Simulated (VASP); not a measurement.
Wanted: the native input for a VASP 6.6.1 run.

* Task: single point
* Functional: PBE
* Potentials or basis: VASP PAW PBE potentials, release 64 (Mg_sv, W_sv, O)
* Cutoff: 750 eV
* k mesh: 8 × 8 × 8
* Occupations: gaussian, width 0.1 eV
* Spin: no spin polarisation
* Dipole correction: no
* Further INCAR settings: ALGO = Normal; EDIFF = 1e-06; NBANDS = 38

The structure of Mg2WO4 lies in POSCAR:

```
Mg2WO4
1.0
    0.0000000000      4.0107100549      4.0107100549
    4.0107100549      0.0000000000      4.0107100549
    4.0107100549      4.0107100549      0.0000000000
Mg W O
2 1 4
Direct
    0.0000000000      0.0000000000      0.0000000000
    0.2500000000      0.2500000000      0.2500000000
    0.5000000000      0.5000000000      0.5000000000
    0.6287436718      0.1137689847      0.6287436718
    0.6287436718      0.6287436718      0.6287436718
    0.1137689847      0.6287436718      0.6287436718
    0.6287436718      0.6287436718      0.1137689847
```

The cell was generated, and may not be a known phase.

One way to write it, as run:

INCAR

```
SYSTEM = Mg2WO4
ALGO = Normal
EDIFF = 1E-6
ENCUT = 750
GGA = PE
GGA_COMPAT = .False.
ISIF = 2
ISMEAR = 0
LASPH = .True.
LCHARG = .True.
LELF = .True.
LREAL = .False.
LVHAR = .True.
LWAVE = .False.
NBANDS = 38
NELM = 120
PREC = Accurate
SIGMA = 0.1
```

KPOINTS

```
k-points
0
Gamma
  8 8 8
  0 0 0
```

Potentials or basis: VASP PAW PBE potentials, release 64 (Mg_sv, W_sv, O).

Command:

```sh
$ cat potpaw_PBE.64/Mg_sv/POTCAR potpaw_PBE.64/W_sv/POTCAR potpaw_PBE.64/O/POTCAR > POTCAR
$ mpirun -np 1 vasp_std > vasp.out
```

Results of the run:

* Pressure: 0.9 GPa
* Largest force: 0.416 eV/Å
* Band gap on the k mesh: zero (bands 29 and 30 overlap by 0.15 eV)

Caveat: spin-orbit coupling is left out, which moves the levels of the heavy elements.

It took 13 min on 1 thread of AMD EPYC 7R43 64-Core Processor (Zen 3), with other jobs on the host, peak memory 0.49 GiB.
